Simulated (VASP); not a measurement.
MnS:

```
Mn S
1.0
     3.97600    0.00000    0.00000
    -1.98800    3.44332    0.00000
     0.00000    0.00000    6.43200
Mn S
2 2
Direct
  0.33333 0.66667 0.00000
  0.66667 0.33333 0.50000
  0.33333 0.66667 0.38500
  0.66667 0.33333 0.88500
```

Base run:

| Quantity | Value |
| --- | --- |
| Program | VASP 6.6.1 |
| Functional | PBEsol |
| Potentials or basis | VASP PAW PBE potentials, release 64 (Mn_pv, S) |
| Cutoff | 520 eV |
| k mesh | 8 × 8 × 4 |
| Occupations | fermi-dirac, width 0.05 eV |
| Spin | collinear spin, ferromagnetic start |
| Starting moments | [4.0, 4.0, 0.0, 0.0] μB |
| Hubbard terms | Mn d U = 4.4 eV, J = 0.9 eV |

Its results: band gap on the k mesh 1.23 eV; pressure 1.9 GPa; net moment 10.00 μB per cell; site moments Mn +4.55; S +0.03 μB; largest force 0.216 eV/Å.

Question: The run is repeated on the same cell with these changes: spin from collinear spin, ferromagnetic start to collinear spin, antiferromagnetic start; moments at the start from [4.0, 4.0, 0.0, 0.0] to [4.0, -4.0, 0.0, 0.0]. What comes out?

Answer: Band gap on the k mesh 2.10 eV; pressure 0.6 GPa; net moment 0.00 μB per cell; site moments Mn +4.49, -4.49; S -0.01, +0.01 μB; largest force 0.355 eV/Å.

Caveats: the PAW data sets were made with another functional, which shifts forces and pressure a little.

A k mesh can miss the band edges.
